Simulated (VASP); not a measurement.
A run of VASP 6.6.1 is set up as follows.

Contents of INCAR:

```
ALGO = Fast
EDIFF = 1E-6
EDIFFG = -0.005
ENCUT = 600
GGA = CA
IBRION = 2
ISIF = 3
ISMEAR = 0
LASPH = T
LCHARG = F
LREAL = F
LWAVE = F
NELM = 100
NSW = 100
PREC = Accurate
SIGMA = 0.1
```

The input KPOINTS:

```
k-points
0
Gamma
  18 18 10
```

The input POSCAR:

```
Ti
1.0
    2.8536065666      0.0000000000      0.0000000000
   -1.4268032833      2.4712957791      0.0000000000
    0.0000000000      0.0000000000      4.5623191347
Ti
2
Direct
    0.3333333333      0.6666666667      0.2500000000
    0.6666666667      0.3333333333      0.7500000000
```

Potentials or basis: VASP PAW LDA potentials, release 64 (Ti_sv).

Launch:

```sh
$ cat potpaw_LDA.64/Ti_sv/POTCAR > POTCAR
$ mpirun -np 1 vasp_std > vasp.out
```

**Question.** Estimate the band gap on the k mesh.

**Answer.** Zero (band 12 reaches 9.78 eV, above the bottom of band 13 at 8.63 eV).

Final structure:
```cif
data_structure
_symmetry_space_group_name_H-M 'P 1'
_symmetry_Int_Tables_number 1
_cell_length_a 2.8627
_cell_length_b 2.8627
_cell_length_c 4.5333
_cell_angle_alpha 90.000
_cell_angle_beta 90.000
_cell_angle_gamma 120.000
_cell_volume 32.17
loop_
_atom_site_label
_atom_site_type_symbol
_atom_site_fract_x
_atom_site_fract_y
_atom_site_fract_z
_atom_site_occupancy
Ti1 Ti 0.33333 0.66667 0.25000 1
Ti2 Ti 0.66667 0.33333 0.75000 1
```
